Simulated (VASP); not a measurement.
Set up this calculation in VASP 6.6.1, as the native input.

| Quantity | Value |
| --- | --- |
| Task | relaxation of cell and atoms |
| Functional | PBE |
| Potentials or basis | VASP PAW PBE potentials, release 64 (N, Ga_d, Sb) |
| Cutoff | 600 eV |
| k mesh | 8 × 4 × 6 |
| Occupations | fermi-dirac, width 0.02 eV |
| Spin | no spin polarisation |
| Dipole correction | no |
| Further INCAR settings | ALGO = Normal; EDIFF = 1e-07; IBRION = 2; EDIFFG = -0.005; NSW = 80; ISIF = 3 |

The structure of Ga4SbN3 lies in POSCAR:

```
Ga4SbN3
1.0
    3.2848882196      0.0000000000      0.0000000000
    0.0000000000      6.5697764391      0.0000000000
    0.0000000000      0.0000000000      4.6455334710
N Ga Sb
3 4 1
Direct
    0.0000000000      0.2500000000      0.0000000000
    0.5000000000      0.0000000000      0.5000000000
    0.0000000000      0.7500000000      0.0000000000
    0.5000000000      0.2500000000      0.7500000000
    0.0000000000      0.0000000000      0.2500000000
    0.5000000000      0.7500000000      0.7500000000
    0.0000000000      0.5000000000      0.2500000000
    0.5000000000      0.5000000000      0.5000000000
```

The input as run:

INCAR

```
SYSTEM = Ga4SbN3
PREC     = Accurate       ! precision mode
ENCUT    = 600            ! plane-wave cutoff, eV
EDIFF    = 1E-7           ! SCF threshold, eV
ISMEAR   = -1             ! smearing method
SIGMA    = 0.02           ! smearing width, eV
LREAL    = .FALSE.        ! projectors in reciprocal space
LASPH    = .TRUE.         ! aspherical terms in the spheres
NELM     = 120            ! most SCF steps
ALGO     = Normal         ! electronic algorithm
ISIF     = 3              ! what is computed and relaxed
LWAVE    = .FALSE.        ! write WAVECAR
LCHARG   = .FALSE.        ! write CHGCAR
GGA      = PE             ! functional
IBRION   = 2              ! ionic algorithm
NSW      = 80             ! ionic steps
EDIFFG   = -0.005         ! ionic threshold
GGA_COMPAT= .FALSE.      
NELMIN   = 4
```

KPOINTS

```
regular mesh
0
G
  8 4 6
  0 0 0
```

Potentials or basis: VASP PAW PBE potentials, release 64 (N, Ga_d, Sb).

The run is started by

```sh
$ cat potpaw_PBE.64/N/POTCAR potpaw_PBE.64/Ga_d/POTCAR potpaw_PBE.64/Sb/POTCAR > POTCAR
$ mpirun -np 1 vasp_std > vasp.out
```

Results of the run:

- Relaxed volume: 15.11 Å³/atom
- Relaxed cell: a = 3.229 Å, b = 7.654 Å, c = 4.890 Å, α = 90.00°, β = 90.00°, γ = 90.00°
- Space group after relaxing (to 0.1 Å): Pmm2 (No. 25)
- Energy gained by relaxing: 1391.5 meV/atom
- Ionic steps: 30
- Pressure after relaxing: 0.0 GPa
- Largest force after relaxing: 0.005 eV/Å
- Band gap on the k mesh: zero (bands 36 and 37 overlap by 3.03 eV)

Caveat: the volume moved by over 15 % at a fixed basis, so the end points are rough; spin-orbit coupling is left out, which moves the levels of the heavy elements.

Run time: 71 min on 1 thread of Intel(R) Xeon(R) 6975P-C (Granite Rapids), on a shared host, peak memory 0.43 GiB.
